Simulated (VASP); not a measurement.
# Pd (Fm-3m) in VASP: a series of runs

Pd is run at these levels: LDA; tasks: single point.

Everything below comes from runs of VASP 6.6.1. Logs are shortened: lines on timing, memory, paths and dates and some standing lists are left out, and cuts for length are marked.

## Step 1: The cell of the first run

The structure is cubic, space group Fm-3m (No. 225). Conventional cell: a = 3.841 Å, b = 3.841 Å, c = 3.841 Å, α = 90.00°, β = 90.00°, γ = 90.00°. Within 3.6 Å of Pd (site symmetry m-3m) lie 12 Pd at 2.72 Å.

## Step 2: Single point, LDA, collinear spin, ferromagnetic start

The input, INCAR:

```
ALGO = Normal
EDIFF = 1E-6
ENCUT = 520
ISIF = 2
ISMEAR = -1
ISPIN = 2
LASPH = T
LCHARG = F
LMAXMIX = 4
LORBIT = 11
LREAL = F
LWAVE = F
MAGMOM = 0.5
NBANDS = 15
NELM = 150
PREC = Accurate
SIGMA = 0.05
```

The input, KPOINTS:

```
k-points
0
Gamma
  14 14 14
```

The input, POSCAR:

```
Pd
1.0
    0.0000000000      1.9202771092      1.9202771092
    1.9202771092      0.0000000000      1.9202771092
    1.9202771092      1.9202771092      0.0000000000
Pd
1
Direct
    0.0000000000      0.0000000000      0.0000000000
```

Potentials or basis: VASP PAW LDA potentials, release 64 (Pd).

Launch:

```console
> cat potpaw_LDA.64/Pd/POTCAR > POTCAR
> mpirun -np 1 vasp_std > vasp.out
```

OUTCAR:

```text
EDIFF = 1E-6
   ENCUT = 520
   ISIF = 2
   ISMEAR = -1
   ISPIN = 2
   LASPH = T
   LORBIT = 11
   LREAL = F
   NELM = 150
   PREC = Accurate

 ion  position               nearest neighbor table
   1  0.000  0.000  0.000-

  LATTYP: Found a face centered cubic cell.
 ALAT       =     3.8405542184

  Lattice vectors:

 A1 = (   0.0000000000,   1.9202771092,   1.9202771092)
 A2 = (   1.9202771092,   0.0000000000,   1.9202771092)
 A3 = (   1.9202771092,   1.9202771092,   0.0000000000)

Analysis of symmetry for initial positions (statically):
[... 25 lines left out ...]
The dynamic configuration has the point symmetry O_h .

Analysis of structural, dynamic, and magnetic symmetry:
=====================================================================
 Subroutine PRICEL returns:
[... 7 lines left out ...]
 out of a pool of 48 trial point group operations.

The overall configuration has the point symmetry O_h .

 Subroutine INISYM returns: Found 48 space group operations
[... 5 lines left out ...]
                                     Primitive cell

  volume of cell :      14.1619

  direct lattice vectors                    reciprocal lattice vectors
     0.000000000  1.920277109  1.920277109    -0.260379087  0.260379087  0.260379087
     1.920277109  0.000000000  1.920277109     0.260379087 -0.260379087  0.260379087
     1.920277109  1.920277109  0.000000000     0.260379087  0.260379087 -0.260379087

  length of vectors
     2.715681931  2.715681931  2.715681931     0.450989807  0.450989807  0.450989807

  position of ions in fractional coordinates (direct lattice)
     0.000000000  0.000000000  0.000000000

  ion indices of the primitive-cell ions
   primitive index   ion index
                 1           1

----------------------------------------------------------------------------------------

 KPOINTS: k-points

Automatic generation of k-mesh.
 Grid dimensions read from file:
 generate k-points for:   14   14   14

 Generating k-lattice:

  Cartesian coordinates                     Fractional coordinates (reciprocal lattice)
    -0.018598506  0.018598506  0.018598506     0.071428571  0.000000000  0.000000000
     0.018598506 -0.018598506  0.018598506     0.000000000  0.071428571  0.000000000
     0.018598506  0.018598506 -0.018598506     0.000000000  0.000000000  0.071428571

  Length of vectors
     0.032213558  0.032213558  0.032213558

  Shift w.r.t. Gamma in fractional coordinates (k-lattice)
     0.000000000  0.000000000  0.000000000

 Subroutine IBZKPT returns following result:
 ===========================================

 Found    104 irreducible k-points:

 Following reciprocal coordinates:
            Coordinates               Weight
  0.000000  0.000000  0.000000      1.000000
  0.071429  0.000000  0.000000      8.000000
  0.142857  0.000000  0.000000      8.000000
  0.214286  0.000000  0.000000      8.000000
  0.285714  0.000000  0.000000      8.000000
  0.357143  0.000000  0.000000      8.000000
[... 16 lines left out ...]
  0.214286  0.142857  0.000000     24.000000
  0.285714  0.142857  0.000000     24.000000
 [... further k-points ...]
   k-points           NKPTS =    104   k-points in BZ     NKDIM =    104   number of bands    NBANDS=     15
   number of dos      NEDOS =    301   number of ions     NIONS =      1
   total plane-waves  NPLWV =   8000
   dimension x,y,z NGX =    20 NGY =   20 NGZ =   20
   dimension x,y,z NGXF=    40 NGYF=   40 NGZF=   40
   ions per type =               1
   NGX,Y,Z   is equivalent  to a cutoff of  12.24, 12.24, 12.24 a.u.
   NGXF,Y,Z  is equivalent  to a cutoff of  24.49, 24.49, 24.49 a.u.
 SYSTEM =  unknown system
   PREC   = accura    normal or accurate (medium, high low for compatibility)
   ISTART =      0    job   : 0-new  1-cont  2-samecut
   ICHARG =      2    charge: 1-file 2-atom 10-const
   ISPIN  =      2    spin polarized calculation?
   LNONCOLLINEAR =      F non collinear calculations
   LSORBIT =      F    spin-orbit coupling
   LASPH  =      T    aspherical Exc in radial PAW
   ENCUT  =  520.0 eV  38.22 Ry    6.18 a.u.   5.05  5.05  5.05*2*pi/ulx,y,z
   NELM   =    150;   NELMIN=  2; NELMDL= -5     # of ELM steps
   EDIFF  = 0.1E-05   stopping-criterion for ELM
   LREAL  =      F    real-space projection
   EDIFFG = 0.1E-04   stopping-criterion for IOM
   NSW    =      0    number of steps for IOM
   IBRION =     -1    ionic relax: 0-MD 1-quasi-New 2-CG
   NFREE  =      0    steps in history (QN), initial steepest desc. (CG)
   ISIF   =      2    stress and relaxation
   ISYM   =      2    0-nonsym 1-usesym 2-fastsym
   POTIM  = 0.5000    time-step for ionic-motion
   TEBEG  =    0.0;   TEEND  =   0.0 temperature during run
   PSTRESS=    0.0 pullay stress
   NELECT =      10.0000    total number of electrons
   NUPDOWN=      -1.0000    fix difference up-down
   EMIN   =  10.00;   EMAX   =-10.00  energy-range for DOS
   EFERMI =   0.00;   METHOD = LEGACY
   ISMEAR =    -1;   SIGMA  =   0.05  broadening in eV -4-tet -1-fermi 0-gaus
   EFERMI_NEDOS =   21; number of points for ismear=-14 and -15
   IALGO  =     38    algorithm
   IMIX   =      4    mixing-type and parameters
     AMIX     =   0.40;   BMIX     =  1.00
     AMIX_MAG =   1.60;   BMIX_MAG =  1.00
  volume/ion in A,a.u.               =      14.16        95.57
  Fermi-wavevector in a.u.,A,eV,Ry     =   1.457810  2.754861 28.915238  2.125210
  Thomas-Fermi vector in A             =   2.574568
   LORBIT       =     11    0 simple, 1 ext, 2 COOP (PROOUT), +10 PAW based schemes
   GGA     = CA    functional components
   LHFCALC =     F    Hartree Fock is set to
   AEXX    =    0.0000 exact exchange contribution
   IVDW    =     0    specifies the selected vdW correction
   LEPSILON=     F    determine dielectric tensor
   LRPA    =     F    only Hartree local field effects (RPA)
 spin polarized calculation
  energy-cutoff  :      520.00
  volume of cell :       14.16
 maximum number of plane-waves:       392
   NGX =  9   NGY =  9   NGZ =  9

 number of electron      10.0000005 magnetization       0.0118671

 Free energy of the ion-electron system (eV)
  ---------------------------------------------------
  ext. energy  EPLUGINS =         0.00000000
  ---------------------------------------------------
  free energy    TOTEN  =        -6.49437012 eV

  energy without entropy =       -6.47205935  energy(sigma->0) =       -6.48321473

 E-fermi :  10.3017     XC(G=0): -13.7680

 val. band max:       10.3010759286   @ k =   0.5000   0.0714   0.0000
 cond. band min:      10.3018534202   @ k =   0.4286   0.2143   0.0000
 fundamental gap:      0.0007774917
 Fermi energy:        10.3017235652

 spin component 1

 k-point     1 :       0.0000    0.0000    0.0000
  band No.  band energies     occupation
      1       2.7468      1.00000
      2       7.2344      1.00000
      3       7.2344      1.00000
      4       7.2344      1.00000
      5       8.9933      1.00000
      6       8.9933      1.00000
      7      27.4431      0.00000
      8      32.3984      0.00000
      9      32.3984      0.00000
     10      32.3984      0.00000
     11      35.9080      0.00000
     12      38.0389      0.00000
     13      41.6826      0.00000
     14      41.6826      0.00000
     15      41.6826      0.00000

 k-point     2 :       0.0714    0.0000    0.0000
  band No.  band energies     occupation
      1       2.9386      1.00000
      2       7.1639      1.00000
      3       7.3025      1.00000
      4       7.3025      1.00000
      5       8.9600      1.00000
      6       8.9600      1.00000
      7      27.6626      0.00000
      8      31.2543      0.00000
      9      32.6348      0.00000
     10      32.6348      0.00000
     11      35.9323      0.00000
     12      38.7946      0.00000
     13      40.9263      0.00000
     14      41.0972      0.00000
     15      41.0972      0.00000

 k-point     3 :       0.1429    0.0000    0.0000
  band No.  band energies     occupation
      1       3.4744      1.00000
      2       7.0148      1.00000
      3       7.4608      1.00000
      4       7.4608      1.00000
      5       8.9127      1.00000
      6       8.9127      1.00000
      7      28.0174      0.00000
      8      29.2351      0.00000
      9      33.2860      0.00000
     10      33.2860      0.00000
     11      35.9388      0.00000
     12      37.6009      0.00000
     13      39.5979      0.00000
     14      39.5979      0.00000
     15      42.9624      0.00000
[... 343 lines left out ...]
 k-point    23 :       0.2143    0.1429    0.0000
  band No.  band energies     occupation
      1       4.2845      1.00000
      2       6.4711      1.00000
      3       7.8159      1.00000
      4       7.9267      1.00000
      5       8.4788      1.00000
      6       9.3456      1.00000
      7      28.3905      0.00000
      8      29.2677      0.00000
      9      30.9993      0.00000
     10      31.8723      0.00000
     11      35.8509      0.00000
     12      37.8293      0.00000
     13      38.9086      0.00000
     14      39.4929      0.00000
     15      42.7376      0.00000

 k-point    24 :       0.2857    0.1429    0.0000
  band No.  band energies     occupation
      1       4.9101      1.00000
      2       6.4109      1.00000
      3       7.5640      1.00000
      4       8.0146      1.00000
      5       9.1237      1.00000
      6       9.6031      1.00000
      7      25.9612      0.00000
      8      29.1107      0.00000
      9      30.4752      0.00000
     10      32.2959      0.00000
     11      35.8368      0.00000
     12      37.3276      0.00000
     13      38.6762      0.00000
     14      39.3383      0.00000
     15      42.7179      0.00000

 [... further k-points ...]

 spin component 2

 k-point     1 :       0.0000    0.0000    0.0000
  band No.  band energies     occupation
      1       2.7489      1.00000
      2       7.2419      1.00000
      3       7.2419      1.00000
      4       7.2419      1.00000
      5       9.0005      1.00000
      6       9.0005      1.00000
      7      27.4451      0.00000
      8      32.4004      0.00000
      9      32.4004      0.00000
     10      32.4004      0.00000
     11      35.9229      0.00000
     12      38.0400      0.00000
     13      41.6860      0.00000
     14      41.6860      0.00000
     15      41.6860      0.00000

 k-point     2 :       0.0714    0.0000    0.0000
  band No.  band energies     occupation
      1       2.9407      1.00000
      2       7.1714      1.00000
      3       7.3100      1.00000
      4       7.3100      1.00000
      5       8.9672      1.00000
      6       8.9672      1.00000
      7      27.6646      0.00000
      8      31.2562      0.00000
      9      32.6368      0.00000
     10      32.6368      0.00000
     11      35.9474      0.00000
     12      38.7961      0.00000
     13      40.9295      0.00000
     14      41.1009      0.00000
     15      41.1009      0.00000

 k-point     3 :       0.1429    0.0000    0.0000
  band No.  band energies     occupation
      1       3.4766      1.00000
      2       7.0221      1.00000
      3       7.4683      1.00000
      4       7.4683      1.00000
      5       8.9199      1.00000
      6       8.9199      1.00000
      7      28.0200      0.00000
      8      29.2369      0.00000
      9      33.2882      0.00000
     10      33.2882      0.00000
     11      35.9539      0.00000
     12      37.6038      0.00000
     13      39.6016      0.00000
     14      39.6016      0.00000
     15      42.9641      0.00000
[... 343 lines left out ...]
 k-point    23 :       0.2143    0.1429    0.0000
  band No.  band energies     occupation
      1       4.2869      1.00000
      2       6.4782      1.00000
      3       7.8233      1.00000
      4       7.9343      1.00000
      5       8.4857      1.00000
      6       9.3529      1.00000
      7      28.3932      0.00000
      8      29.2700      0.00000
      9      31.0021      0.00000
     10      31.8747      0.00000
     11      35.8654      0.00000
     12      37.8333      0.00000
     13      38.9115      0.00000
     14      39.4966      0.00000
     15      42.7412      0.00000

 k-point    24 :       0.2857    0.1429    0.0000
  band No.  band energies     occupation
      1       4.9132      1.00000
      2       6.4175      1.00000
      3       7.5709      1.00000
      4       8.0221      1.00000
      5       9.1306      1.00000
      6       9.6107      1.00000
      7      25.9644      0.00000
      8      29.1131      0.00000
      9      30.4782      0.00000
     10      32.2986      0.00000
     11      35.8509      0.00000
     12      37.3320      0.00000
     13      38.6789      0.00000
     14      39.3414      0.00000
     15      42.7217      0.00000

 [... further k-points ...]
[... 5 lines left out ...]
  --------------------------------------------------------------------------------------
  -------------------------------------------------------------------------------------
  Total        0.0293352      0.0293352      0.0293352      0.0000000      0.0000000      0.0000000
  in kB        3.3187772      3.3187772      3.3187772      0.0000000      0.0000000      0.0000000
  external PRESSURE =       3.3187772 kB  Pullay stress =       0.0000000 kB

 VOLUME and BASIS-vectors are now :
 -----------------------------------------------------------------------------
  energy-cutoff  :      520.00
  volume of cell :       14.16
      direct lattice vectors                 reciprocal lattice vectors
     0.000000000  1.920277109  1.920277109    -0.260379087  0.260379087  0.260379087
     1.920277109  0.000000000  1.920277109     0.260379087 -0.260379087  0.260379087
     1.920277109  1.920277109  0.000000000     0.260379087  0.260379087 -0.260379087

 POSITION                                       TOTAL-FORCE (eV/Angst)
 -----------------------------------------------------------------------------------
      0.00000      0.00000      0.00000         0.000000      0.000000      0.000000
 -----------------------------------------------------------------------------------
    total drift:                                0.000000      0.000000      0.000000

  FREE ENERGIE OF THE ION-ELECTRON SYSTEM (eV)
  ---------------------------------------------------
  free  energy   TOTEN  =        -6.4943701204 eV

  energy  without entropy=       -6.4720593472  energy(sigma->0) =       -6.48321473

 total charge

# of ion       s       p       d       tot
------------------------------------------
    1        0.514   0.530   8.484   9.528

 magnetization (x)

# of ion       s       p       d       tot
------------------------------------------
    1        0.000   0.000   0.011   0.011
```

It took 29 s on 1 thread of Intel Xeon Platinum 8375C at 2.90GHz (Ice Lake), shared host; peak memory 0.14 GiB.

What came out:

| Item | Value |
| --- | --- |
| Free energy | -6.4944 eV |
| Pressure | 0.3 GPa |
| Band gap on the k mesh | zero (filled and empty bands overlap) |
| Net moment | 0.01 μB per cell |
| Valence electrons inside the program's atomic spheres | Pd 9.53 |

Levels at points of the mesh, in eV from the Fermi level:
Spin up:
| k point | band 2 | band 3 | band 4 | band 5 | band 6 | band 7 | band 8 | band 9 |
| --- | --- | --- | --- | --- | --- | --- | --- | --- |
| (0.00, 0.00, 0.00) | -3.07 | -3.07 | -3.07 | -1.31 | -1.31 | 17.14 | 22.10 | 22.10 |
| (0.50, 0.00, 0.00) | -3.11 | -3.11 | -0.02 | -0.02 | 0.86 | 7.58 | 16.53 | 21.32 |
| (0.50, 0.50, 0.00) | -5.49 | -0.04 | 0.32 | 0.32 | 3.25 | 11.15 | 13.29 | 13.29 |
Spin down:
```
           k point  band 2  band 3  band 4  band 5  band 6  band 7  band 8  band 9
(0.00, 0.00, 0.00)   -3.06   -3.06   -3.06   -1.30   -1.30   17.14   22.10   22.10
(0.50, 0.00, 0.00)   -3.10   -3.10   -0.01   -0.01    0.86    7.59   16.53   21.32
(0.50, 0.50, 0.00)   -5.49   -0.03    0.32    0.32    3.25   11.15   13.29   13.29
```

## Step 3: Single point, LDA, collinear spin, ferromagnetic start

The input, INCAR:

```
SYSTEM = Pd
PREC = Accurate
ENCUT = 520
EDIFF = 1E-6
ISMEAR = -1
SIGMA = 0.05
LREAL = .FALSE.
LASPH = .TRUE.
NELM = 150
ALGO = Normal
ISIF = 2
LWAVE = .FALSE.
LCHARG = .TRUE.
ISPIN = 2
MAGMOM = 0.5
LORBIT = 11
LMAXMIX = 4
LELF = .TRUE.
LVHAR = .TRUE.
NBANDS = 15
```

The input, KPOINTS:

```
regular mesh
0
G
  14 14 14
  0 0 0
```

POSCAR is that of step 2.

Potentials or basis: VASP PAW LDA potentials, release 64 (Pd).

Launch:

```console
> cat potpaw_LDA.64/Pd/POTCAR > POTCAR
> mpirun -np 1 vasp_std > vasp.out
```

Run time: 30 s. Hardware: 1 thread of Intel Xeon Platinum 8375C at 2.90GHz (Ice Lake), shared host; peak memory 0.15 GiB.

Results (log left out):

* Free energy: -6.4944 eV
* Pressure: 0.3 GPa
* Band gap on the k mesh: zero (filled and empty bands overlap)
* Net moment: 0.01 μB per cell
* Valence electrons inside the program's atomic spheres: Pd 9.53

Levels at points of the mesh, in eV from the Fermi level:
Spin up:
| k point | band 2 | band 3 | band 4 | band 5 | band 6 | band 7 | band 8 | band 9 |
| --- | --- | --- | --- | --- | --- | --- | --- | --- |
| (0.00, 0.00, 0.00) | -3.07 | -3.07 | -3.07 | -1.31 | -1.31 | 17.14 | 22.10 | 22.10 |
| (0.50, 0.00, 0.00) | -3.11 | -3.11 | -0.02 | -0.02 | 0.86 | 7.58 | 16.53 | 21.32 |
| (0.50, 0.50, 0.00) | -5.49 | -0.04 | 0.32 | 0.32 | 3.25 | 11.15 | 13.29 | 13.29 |
Spin down:
```csv
k point,band 1,band 2,band 3,band 4,band 5,band 6,band 7,band 8,band 9,band 10
"(0.00, 0.00, 0.00)",-7.55,-3.06,-3.06,-3.06,-1.30,-1.30,17.14,22.10,22.10,22.10
"(0.50, 0.00, 0.00)",-5.68,-3.10,-3.10,-0.01,-0.01,0.86,7.59,16.53,21.32,21.32
"(0.50, 0.50, 0.00)",-5.78,-5.49,-0.03,0.32,0.32,3.25,11.15,13.29,13.29,22.12
```
